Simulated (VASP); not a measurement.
# H23C2NO10 in VASP: further runs

The runs below take H23C2NO10 through single point, with PBE+D3(BJ).

All numbers are computed with VASP 6.6.1; they aren't measurements. Logs are shortened: lines on timing, memory, paths and dates and some standing lists are left out, and cuts for length are marked.

### 1 The cell of the first run

The cell holds a disordered packing, 36 atoms: a = 7.287 Å, b = 7.287 Å, c = 7.287 Å, α = 90.00°, β = 90.00°, γ = 90.00°.

### 2 Single point, PBE+D3(BJ)

File INCAR:

```
PREC = Accurate ; ENCUT = 520
EDIFF = 1E-7 ; ISMEAR = -1
SIGMA = 0.05 ; LREAL = Auto
LASPH = T ; NELM = 100
ALGO = Normal ; ISIF = 2
LWAVE = F ; LCHARG = F
GGA = PE ; IVDW = 12
NBANDS = 72
```

File KPOINTS:

```
regular mesh
0
Gamma
  1 1 1
```

File POSCAR:

```
H23C2NO10
1.0
    7.2873620000      0.0000000000      0.0000000000
    0.0000000000      7.2873620000      0.0000000000
    0.0000000000      0.0000000000      7.2873620000
O H C N
10 23 2 1
Direct
    0.5673109144     -0.0934357316      0.6386536033
    0.8050375431      0.3081361952      0.2979679066
    0.2605195131      0.5466175552      0.6326294755
    0.2902833700      0.3486584034      0.2614526354
    0.1192887083      1.0301258535      0.4036028401
    0.3447063560      0.7188335093      0.2997655393
    0.5863026977      0.4938961451      0.0986227938
    0.4724343322      0.2334589664      0.8121731842
    0.4260114977      1.0086365958      0.1991941666
    0.7395817581      0.5077283110      0.7176396616
    0.5020335205     -0.0272114930      0.5353926428
    0.6109206596     -0.2129439981      0.5872358200
    0.7445492621      0.1817392906      0.2958683815
    0.9110704258      0.2962251635      0.3733586996
    0.3664975062      0.5263084227      0.5491287519
    0.2987638051      0.4236786920      0.6788327518
    0.4331608612      0.3796023856      0.2732127209
    0.2583788208      0.3483839557      0.3858872388
    0.2460012279      1.0190930545      0.3978806048
    0.0792879508      1.1070261090      0.3092614310
    0.2307968233      0.7647897826      0.3698732134
    0.3336461123      0.6160665547      0.2176233320
    0.5214232530      0.4600292946     -0.0052419518
    0.6976049769      0.4254900470      0.0549169919
    0.3853932328      0.1794613744      0.9028507161
    0.5256223034      0.0931475615      0.7817506527
    0.4617994824      0.8799754973      0.2090742850
    0.4873505666      1.0198340634      0.0702860651
    0.6500294620      0.3989097838      0.7384016329
    0.7289057412      0.5820762026      0.8332919375
    1.1477678754      0.0508688878      0.7468957903
    0.8967442540      0.0370367219      0.7155675812
    1.0069899094      0.1096007032      0.9316677283
    1.0167190816      0.0058594592      0.8248938368
    1.0522326186     -0.1602500329      0.9021371520
    1.0857701319     -0.2800739143      0.9987839221
```

Potentials or basis: VASP PAW PBE potentials, release 64 (O, H, C, N).

Run with:

```
$ cat potpaw_PBE.64/O/POTCAR potpaw_PBE.64/H/POTCAR potpaw_PBE.64/C/POTCAR potpaw_PBE.64/N/POTCAR > POTCAR
$ mpirun -np 1 vasp_gam > vasp.out
```

OUTCAR:

```text
PREC = Accurate
   ENCUT = 520
   EDIFF = 1E-7
   ISMEAR = -1
   LREAL = Auto
   LASPH = T
   NELM = 100
   ISIF = 2
   GGA = PE
   IVDW = 12
 IVDW          = 12

 ion  position               nearest neighbor table
   1  0.567  0.907  0.639-  12 1.00  11 1.01
   2  0.805  0.308  0.298-  14 0.95  13 1.02
   3  0.261  0.547  0.633-  15 0.99  16 1.00
   4  0.290  0.349  0.261-  18 0.94  17 1.07
   5  0.119  0.030  0.404-  19 0.93  20 0.93
   6  0.345  0.719  0.300-  22 0.96  21 1.03
   7  0.586  0.494  0.099-  23 0.93  24 1.00
   8  0.472  0.233  0.812-  25 1.00  26 1.12
   9  0.426  0.009  0.199-  27 0.98  28 1.04
  10  0.740  0.508  0.718-  30 1.00  29 1.04
  11  0.502  0.973  0.535-   1 1.01
  12  0.611  0.787  0.587-   1 1.00
  13  0.745  0.182  0.296-   2 1.02
  14  0.911  0.296  0.373-   2 0.95
  15  0.366  0.526  0.549-   3 0.99
  16  0.299  0.424  0.679-   3 1.00
[... 15 lines left out ...]
  32  0.897  0.037  0.716-  34 1.20
  33  0.007  0.110  0.932-  34 1.09
  34  0.017  0.006  0.825-  33 1.09  31 1.16  32 1.20  35 1.36
  35  0.052  0.840  0.902-  36 1.15  34 1.36
  36  0.086  0.720  0.999-  35 1.15

  LATTYP: Found a simple cubic cell.
 ALAT       =     7.2873620000

  Lattice vectors:

 A1 = (   7.2873620000,   0.0000000000,   0.0000000000)
 A2 = (   0.0000000000,   7.2873620000,   0.0000000000)
 A3 = (   0.0000000000,   0.0000000000,   7.2873620000)

Analysis of symmetry for initial positions (statically):
=====================================================================
 Subroutine PRICEL returns:
 Original cell was already a primitive cell.

 Routine SETGRP: Setting up the symmetry group for a
 simple cubic supercell.

 Subroutine GETGRP returns: Found  1 space group operations
 (whereof  1 operations were pure point group operations)
 out of a pool of 48 trial point group operations.

The static configuration has the point symmetry C_1 .

Analysis of symmetry for dynamics (positions and initial velocities):
=====================================================================
 Subroutine PRICEL returns:
 Original cell was already a primitive cell.

 Routine SETGRP: Setting up the symmetry group for a
 simple cubic supercell.

 Subroutine GETGRP returns: Found  1 space group operations
 (whereof  1 operations were pure point group operations)
 out of a pool of 48 trial point group operations.

The dynamic configuration has the point symmetry C_1 .

 Subroutine INISYM returns: Found  1 space group operations
 (whereof  1 operations are pure point group operations),
 and found     1 'primitive' translations

----------------------------------------------------------------------------------------

                                     Primitive cell

  volume of cell :     387.0001

  direct lattice vectors                    reciprocal lattice vectors
     7.287362000  0.000000000  0.000000000     0.137223868  0.000000000  0.000000000
     0.000000000  7.287362000  0.000000000     0.000000000  0.137223868  0.000000000
     0.000000000  0.000000000  7.287362000     0.000000000  0.000000000  0.137223868

  length of vectors
     7.287362000  7.287362000  7.287362000     0.137223868  0.137223868  0.137223868

  position of ions in fractional coordinates (direct lattice)
     0.567310914  0.906564268  0.638653603
     0.805037543  0.308136195  0.297967907
     0.260519513  0.546617555  0.632629476
     0.290283370  0.348658403  0.261452635
     0.119288708  0.030125854  0.403602840
     0.344706356  0.718833509  0.299765539
[... 28 lines left out ...]
     0.052232619  0.839749967  0.902137152
     0.085770132  0.719926086  0.998783922

  ion indices of the primitive-cell ions
   primitive index   ion index
                 1           1
                 2           2
                 3           3
                 4           4
                 5           5
                 6           6
[... 28 lines left out ...]
                35          35
                36          36

----------------------------------------------------------------------------------------

 KPOINTS: regular mesh

Automatic generation of k-mesh.
 Grid dimensions read from file:
 generate k-points for:    1    1    1

 Generating k-lattice:

  Cartesian coordinates                     Fractional coordinates (reciprocal lattice)
     0.137223868  0.000000000  0.000000000     1.000000000  0.000000000  0.000000000
     0.000000000  0.137223868  0.000000000     0.000000000  1.000000000  0.000000000
     0.000000000  0.000000000  0.137223868     0.000000000  0.000000000  1.000000000

  Length of vectors
     0.137223868  0.137223868  0.137223868

  Shift w.r.t. Gamma in fractional coordinates (k-lattice)
     0.000000000  0.000000000  0.000000000

 Subroutine IBZKPT returns following result:
 ===========================================

 Found      1 irreducible k-points:

 Following reciprocal coordinates:
            Coordinates               Weight
  0.000000  0.000000  0.000000      1.000000
   k-points           NKPTS =      1   k-points in BZ     NKDIM =      1   number of bands    NBANDS=     72
   number of dos      NEDOS =    301   number of ions     NIONS =     36
   total plane-waves  NPLWV = 157464
   dimension x,y,z NGX =    54 NGY =   54 NGZ =   54
   dimension x,y,z NGXF=   108 NGYF=  108 NGZF=  108
   ions per type =              10  23   2   1
   NGX,Y,Z   is equivalent  to a cutoff of  12.32, 12.32, 12.32 a.u.
   NGXF,Y,Z  is equivalent  to a cutoff of  24.64, 24.64, 24.64 a.u.
 SYSTEM =  unknown system
   PREC   = accura    normal or accurate (medium, high low for compatibility)
   ISTART =      0    job   : 0-new  1-cont  2-samecut
   ICHARG =      2    charge: 1-file 2-atom 10-const
   ISPIN  =      1    spin polarized calculation?
   LNONCOLLINEAR =      F non collinear calculations
   LSORBIT =      F    spin-orbit coupling
   LASPH  =      T    aspherical Exc in radial PAW
   ENCUT  =  520.0 eV  38.22 Ry    6.18 a.u.  13.55 13.55 13.55*2*pi/ulx,y,z
   NELM   =    100;   NELMIN=  2; NELMDL= -5     # of ELM steps
   EDIFF  = 0.1E-06   stopping-criterion for ELM
   LREAL  =      T    real-space projection
   EDIFFG = 0.1E-05   stopping-criterion for IOM
   NSW    =      0    number of steps for IOM
   IBRION =     -1    ionic relax: 0-MD 1-quasi-New 2-CG
   NFREE  =      0    steps in history (QN), initial steepest desc. (CG)
   ISIF   =      2    stress and relaxation
   ISYM   =      2    0-nonsym 1-usesym 2-fastsym
   POTIM  = 0.5000    time-step for ionic-motion
   TEBEG  =    0.0;   TEEND  =   0.0 temperature during run
   PSTRESS=    0.0 pullay stress
   NELECT =      96.0000    total number of electrons
   NUPDOWN=      -1.0000    fix difference up-down
   EMIN   =  10.00;   EMAX   =-10.00  energy-range for DOS
   EFERMI =   0.00;   METHOD = LEGACY
   ISMEAR =    -1;   SIGMA  =   0.05  broadening in eV -4-tet -1-fermi 0-gaus
   EFERMI_NEDOS =   21; number of points for ismear=-14 and -15
   IALGO  =     38    algorithm
   IMIX   =      4    mixing-type and parameters
     AMIX     =   0.40;   BMIX     =  1.00
     AMIX_MAG =   1.60;   BMIX_MAG =  1.00
  volume/ion in A,a.u.               =      10.75        72.54
  Fermi-wavevector in a.u.,A,eV,Ry     =   1.028636  1.943839 14.396206  1.058091
  Thomas-Fermi vector in A             =   2.162642
   LORBIT       =      0    0 simple, 1 ext, 2 COOP (PROOUT), +10 PAW based schemes
   GGA     = PE    functional components
   LHFCALC =     F    Hartree Fock is set to
   AEXX    =    0.0000 exact exchange contribution
   IVDW    =    12    specifies the selected vdW correction
   LEPSILON=     F    determine dielectric tensor
   LRPA    =     F    only Hartree local field effects (RPA)
 non-spin polarized calculation
  energy-cutoff  :      520.00
  volume of cell :      387.00
 maximum number of plane-waves:      5198
 NGX is ok and might be reduce to    54
   NGX = 27   NGY = 27   NGZ = 27

 number of electron      95.9999992 magnetization

 Free energy of the ion-electron system (eV)
  ---------------------------------------------------
  ext. energy  EPLUGINS =         0.00000000
  ---------------------------------------------------
  free energy    TOTEN  =      -177.34291885 eV

  energy without entropy =     -177.34291885  energy(sigma->0) =     -177.34291885

 E-fermi :  -1.6272     XC(G=0):  -6.7130

 val. band max:       -2.9192431236   @ k =   0.0000   0.0000   0.0000
 cond. band min:       0.4594500043   @ k =   0.0000   0.0000   0.0000
 fundamental gap:      3.3786931279
 Fermi energy:        -1.6271654277

 k-point     1 :       0.0000    0.0000    0.0000
  band No.  band energies     occupation
      1     -22.9949      2.00000
      2     -22.7648      2.00000
      3     -22.7268      2.00000
      4     -22.4682      2.00000
      5     -22.1621      2.00000
      6     -22.1055      2.00000
[... 52 lines left out ...]
     59       4.7145      0.00000
     60       4.9726      0.00000
 [bands above 60 left out]

------------------------ aborting loop because EDIFF is reached ----------------------------------------

 Edisp (eV)   -1.28686

 E8    (eV) :    -0.2715

  FORCE on cell =-STRESS in cart. coord.  units (eV):
  Direction    XX          YY          ZZ          XY          YZ          ZX
  --------------------------------------------------------------------------------------
  -------------------------------------------------------------------------------------
  Total      -3.43148     3.67992     3.79032     2.03197    -6.50249     2.44024
  in kB     -14.20630    15.23484    15.69191     8.41235   -26.92027    10.10258
  external pressure =        5.57 kB  Pullay stress =        0.00 kB

 VOLUME and BASIS-vectors are now :
 -----------------------------------------------------------------------------
  energy-cutoff  :      520.00
  volume of cell :      387.00
      direct lattice vectors                 reciprocal lattice vectors
     7.287362000  0.000000000  0.000000000     0.137223868  0.000000000  0.000000000
     0.000000000  7.287362000  0.000000000     0.000000000  0.137223868  0.000000000
     0.000000000  0.000000000  7.287362000     0.000000000  0.000000000  0.137223868

 POSITION                                       TOTAL-FORCE (eV/Angst)
 -----------------------------------------------------------------------------------
      4.13420      6.60646      4.65410        -0.541094      0.599710     -1.378326
      5.86660      2.24550      2.17140        -1.482097     -1.961294     -0.688145
      1.89850      3.98340      4.61020         1.770292     -2.185799     -0.446306
      2.11540      2.54080      1.90530         3.407043      0.635516     -1.431320
      0.86930      0.21954      2.94120        -2.566695     -1.338215      2.623764
      2.51200      5.23840      2.18450        -0.338601      0.707813      2.445362
[... 28 lines left out ...]
      0.38064      6.11956      6.57420        -0.557082     -1.107672      0.533036
      0.62504      5.24636      7.27850         0.375159     -2.077717      0.959898
 -----------------------------------------------------------------------------------
    total drift:                               -0.014797     -0.001478     -0.000870

  FREE ENERGIE OF THE ION-ELECTRON SYSTEM (eV)
  ---------------------------------------------------
  free  energy   TOTEN  =      -178.6297740100 eV

  energy  without entropy=     -178.6297740099  energy(sigma->0) =     -178.62977401
```

Wall time 35 s (1 thread of Intel Xeon 6975P-C (Granite Rapids), shared host); peak memory 0.35 GiB.

Results:

| Quantity | Value |
| --- | --- |
| Free energy | -178.6298 eV |
| Pressure | 0.6 GPa |
| Largest force | 5.969 eV/Å |
| Band gap on the k mesh | 3.38 eV |
| Dispersion energy per atom | -0.036 eV |

Forces in eV/Å, atoms in the order of the input:
```
O   -0.541  0.600 -1.378
O   -1.482 -1.961 -0.688
O    1.770 -2.186 -0.446
O    3.407  0.636 -1.431
O   -2.567 -1.338  2.624
O   -0.339  0.708  2.445
O    2.579 -0.037  0.606
O    0.347 -4.407  0.145
O    2.840  1.408 -3.635
O   -1.403 -0.839  1.054
H    0.986 -1.135  0.929
H   -0.364  0.689  0.485
H    0.817  1.664  0.166
H    0.777 -0.029  0.839
H   -0.380  1.954 -0.640
H   -1.339  0.240  1.375
H   -2.556 -0.710 -0.927
H   -1.070  0.106  2.027
H    2.333  0.345 -0.869
H   -0.029  1.020 -1.820
H    1.311 -1.513 -1.901
H   -1.283 -0.479  0.093
H   -2.649 -0.326 -2.238
H   -0.088  0.681  1.612
H   -0.061  1.273 -0.134
H   -0.433  2.847 -0.279
H   -0.833 -1.006  0.941
H   -1.026  0.709  2.246
H    1.364  1.853 -0.242
H    0.156 -0.728 -1.029
H   -1.323 -0.418  0.435
H    1.710 -1.147  1.780
H   -0.320  0.320  0.404
C   -0.132  4.391 -4.041
C   -0.557 -1.108  0.533
N    0.375 -2.078  0.960
```

Stress tensor (GPa, compression positive):
```
-1.42  0.84  1.01
 0.84  1.52 -2.69
 1.01 -2.69  1.57
```

Levels at points of the mesh, in eV from the valence-band top:
```
           k point  band 46  band 47  band 48  band 49  band 50  band 51
(0.00, 0.00, 0.00)    -0.86    -0.64     0.00     3.38     5.55     5.68
```

Caveat: the k points lie up to 0.86 Å⁻¹ apart.

### 3 Single point, PBE+D3(BJ)

INCAR: that of step 2 with these lines changed.

```diff
@@ -3,3 +3,3 @@
 SIGMA = 0.05 ; LREAL = Auto
-LASPH = T ; NELM = 100
+LASPH = T ; NELM = 80
 ALGO = Normal ; ISIF = 2
```

File KPOINTS:

```
Automatic mesh
0
Gamma
  1 1 1
```

File POSCAR:

```
H23C2NO10
1.0
    7.2873620000      0.0000000000      0.0000000000
    0.0000000000      7.2873620000      0.0000000000
    0.0000000000      0.0000000000      7.2873620000
O H C N
10 23 2 1
Direct
    0.5386448484     -0.0421277274      0.5809509669
    0.8204615058      0.3308193006      0.3302704051
    0.3020709003      0.5377666157      0.7182434467
    0.1932386507      0.3105238905      0.3068188461
    0.2182545618      0.9951612120      0.4269171752
    0.3903470145      0.6650691979      0.2676825990
    0.5459451582      0.4926885751      0.0074375336
    0.3609811067      0.1950637281      0.8635498003
    0.6468870354      1.0660510621      0.1870224095
    0.6869701272      0.5490052505      0.5818566444
    0.3965358109     -0.0635483732      0.5955790312
    0.5916132614     -0.1226369707      0.6739064150
    0.8238783801      0.3933522172      0.4491337194
    0.9325871282      0.2539327674      0.3327541571
    0.3498522511      0.6141591429      0.6122791759
    0.3731116967      0.4653810254      0.8037201939
    0.2826125558      0.3117177382      0.4161862688
    0.2628111517      0.3872731998      0.2180350036
    0.2563341851      1.0795127235      0.3328364914
    0.0982660118      1.0264208091      0.4793915823
    0.3424833294      0.8023205105      0.2742967894
    0.4292911482      0.6164096143      0.1529222783
    0.6225160765      0.4503550119      0.1152817714
    0.6723557853      0.5175809847     -0.0405770977
    0.4433154274      0.1041529157      0.9228716784
    0.3286099963      0.1198376038      0.7358629913
    0.5890197303      0.9712979814      0.2722384314
    0.6040731886      1.1786706904      0.2459600607
    0.5655681713      0.5908036406      0.5145620596
    0.6394083346      0.4817518328      0.6944213832
    0.9562033559      0.0994735818      0.8764762887
    0.8835570403     -0.0484263030      0.6923630252
    0.7594792190     -0.0313556538      0.9235029082
    0.8939448871     -0.0448996496      0.8600917589
    1.0255151315     -0.1584661226      0.9669479847
    1.1316166262     -0.2738713954      0.9923755675
```

Potentials or basis: VASP PAW PBE potentials, release 64 (O, H, C, N).

Run with:

```
$ cat potpaw_PBE.64/O/POTCAR potpaw_PBE.64/H/POTCAR potpaw_PBE.64/C/POTCAR potpaw_PBE.64/N/POTCAR > POTCAR
$ mpirun -np 1 vasp_gam > vasp.out
```

Wall time 36 s (1 thread of Intel Xeon 6975P-C (Granite Rapids), shared host); peak memory 0.36 GiB.

It converged, with:

```
Free energy                : -178.7417 eV
Pressure                   : -2.2 GPa
Largest force              : 4.605 eV/Å
Band gap on the k mesh     : 3.61 eV
Dispersion energy per atom : -0.036 eV
```

Forces in eV/Å, atoms in the order of the input:
```
O   -2.284 -0.628  0.659
O    0.596 -0.401  0.208
O   -1.471  1.319 -2.243
O    2.708  0.492  0.789
O   -0.340 -2.039  1.702
O   -0.992  2.954  3.391
O    3.599 -0.556  0.878
O   -0.699 -2.719 -2.964
O   -1.819 -1.704  0.747
O   -2.519  0.223  0.652
H    2.446  0.324 -0.894
H    0.172 -0.060 -0.159
H   -0.399  0.512 -0.130
H   -0.636  0.696 -0.574
H   -0.095 -1.480  1.879
H    0.907  0.019 -0.285
H   -1.564  0.472 -1.272
H   -0.924 -0.083  0.371
H   -0.648  1.150 -0.568
H    0.450  0.040 -0.803
H    0.726 -3.353 -0.679
H    0.226  0.705 -1.689
H   -1.406 -0.520  0.534
H   -1.021  0.770 -1.163
H   -0.285  0.613 -0.031
H    0.912  2.205  3.346
H    0.983  0.854 -0.949
H    0.741  0.064  0.037
H    2.425 -0.820  0.834
H    0.366  0.754 -1.622
H   -0.701 -0.865 -0.014
H    0.394 -0.958  2.843
H   -0.186 -0.239  0.102
C    1.452  2.484 -1.268
C   -1.958  0.425 -2.707
N    0.845 -0.649  1.039
```

Stress tensor (GPa, compression positive):
```
-2.41 -0.34 -1.60
-0.34 -0.35  1.30
-1.60  1.30 -3.86
```

Levels at points of the mesh, in eV from the valence-band top:
```
           k point  band 45  band 46  band 47  band 48  band 49  band 50  band 51  band 52
(0.00, 0.00, 0.00)    -0.62    -0.32    -0.09     0.00     3.61     5.05     5.74     6.25
```

Caveat: the k points lie up to 0.86 Å⁻¹ apart; the atoms stand as in a frame of molecular dynamics.

[end of part 1 of 2]
